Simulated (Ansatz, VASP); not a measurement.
**Two plane-wave programs on Te2Mo**

POSCAR

```
Te2Mo
1.0
    3.5612561764      0.0000000000      0.0000000000
   -1.7806280882      3.0841383181      0.0000000000
    0.0000000000      0.0000000000     17.5238001931
Te Mo
2 1
Direct
    0.3333333333      0.6666666667      0.9116033676
    0.3333333333      0.6666666667      0.1020922919
    0.0000000000      0.0000000000      0.0000000000
```

The input INCAR.step1:

```
PREC     = Accurate       # precision mode
ENCUT    = 520            # plane-wave cutoff, eV
ISMEAR   = 0              # smearing method
SIGMA    = 0.05           # smearing width, eV
LREAL    = F              # projectors in reciprocal space
LASPH    = T              # aspherical terms in the spheres
NELM     = 60             # most SCF steps
NBANDS   = 20             # bands
GGA      = PE             # functional
ALGO     = Normal         # electronic algorithm
EDIFF    = 1E-4           # SCF threshold, eV
LWAVE    = T              # write WAVECAR
LCHARG   = F              # write CHGCAR
```

INCAR.step2

```
PREC     = Accurate       # precision mode
ENCUT    = 520            # plane-wave cutoff, eV
EDIFF    = 1E-6           # SCF threshold, eV
ISMEAR   = 0              # smearing method
SIGMA    = 0.05           # smearing width, eV
LREAL    = F              # projectors in reciprocal space
LASPH    = T              # aspherical terms in the spheres
NELM     = 60             # most SCF steps
ALGO     = Normal         # electronic algorithm
ISIF     = 2              # what is computed and relaxed
LWAVE    = F              # write WAVECAR
LCHARG   = F              # write CHGCAR
METAGGA  = R2SCAN         # meta-GGA
LMIXTAU  = T            
NBANDS   = 20             # bands
ISTART   = 1
```

File KPOINTS:

```
Automatic mesh
0
Gamma
  12 12 2
```

Input for Ansatz:

```yaml
crystal:
  lattice:
    - [3.5612561764, 0.0, 0.0]
    - [-1.7806280882, 3.0841383181, 0.0]
    - [0.0, 0.0, 17.5238001931]
  atoms:
    - { symbol: Te, position: [0.3333333333, 0.6666666667, 0.9116033676] }
    - { symbol: Te, position: [0.3333333333, 0.6666666667, 0.1020922919] }
    - { symbol: Mo, position: [0.0, 0.0, 0.0] }
basis:
  ecutwfc: 500
kpoints:
  mp_grid: { grid: [12, 12, 2] }
hamiltonian:
  xc: r2scan
scf:
  occupations: { method: gaussian, width: 0.05 }
output:
  forces: true
  stress: true
  eigenvalues: true
  write_density: true
  write_potential: true
  elf: true
  volumetric_format: npy
```

Alike in both runs: task single point; functional r2SCAN; k mesh 12 × 12 × 2; occupations gaussian, width 0.05 eV; no spin polarisation.

|  | VASP | Ansatz |
| --- | --- | --- |
| version | VASP 6.6.1 | Ansatz 0.2.0 |
| potentials or method | VASP PAW PBE potentials, release 64 (Te, Mo_sv), cutoff 520 eV | scalar-relativistic, plane waves, PAW |
| valence electrons in the cell | 26 | 46 |

|  | VASP | Ansatz | Ansatz less VASP |
| --- | --- | --- | --- |
| gap on the k mesh at the Fermi level (eV) | 0.64 | 0.66 | +0.019 |
| least direct gap on the mesh (eV) | 0.98 | 0.98 | +0.001 |
| rms of the force components (eV/Å) | 1.781 | 1.766 | -0.0145 |

VASP's potentials were made for PBE, not for r2SCAN. Atom by atom the forces differ by 0.019 eV/Å (rms over components). The functional is the same, so the differences come from potentials, cutoffs and numerics. VASP's potentials hold 26 valence electrons a cell and Ansatz's 46, so a difference there can come from the potentials and not from the codes. Ansatz's warnings: xc potential rough in thin density.

Neither program's run includes spin-orbit coupling.
